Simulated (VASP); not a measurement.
A run of VASP 6.6.1:

The input INCAR:

```
SYSTEM = Au
PREC = Accurate ; ENCUT = 520
EDIFF = 1E-7 ; ISMEAR = 0
SIGMA = 0.1 ; LREAL = .False.
LASPH = .True. ; NELM = 100
ALGO = Normal ; ISIF = 2
LWAVE = .False. ; LCHARG = .False.
LDIPOL = .True. ; IDIPOL = 3
DIPOL = 0.5 0.5 0.500 ; GGA = PS
NBANDS = 30
```

File KPOINTS:

```
Automatic mesh
0
Gamma
  12 12 1
  0 0 0
```

POSCAR

```
Au
1.0
    2.8651901233      0.0000000000      0.0000000000
   -1.4325950616      2.4813274334      0.0000000000
    0.0000000000      0.0000000000     24.1858669935
Au
4
Direct
    0.3333333333      0.6666666667      0.3514449163
    0.6666666667      0.3333333333      0.4504816388
    0.3333333333      0.6666666667      0.5486410974
    0.6666666667      0.3333333333      0.6483247579
```

Potentials or basis: VASP PAW PBE potentials, release 64 (Au).

Launch:

```bash
$ cat potpaw_PBE.64/Au/POTCAR > POTCAR
$ mpirun -np 1 vasp_std > vasp.out
```

Hardware: 1 thread of Intel Xeon 6975P-C, on a shared host.

**Question.** How long does it take, and how much memory?

**Answer.** It took 2.6 min on 1 thread of Intel Xeon 6975P-C, with other jobs on the host, peak memory 0.33 GiB. Counts: scf iterations 23, k points 19.
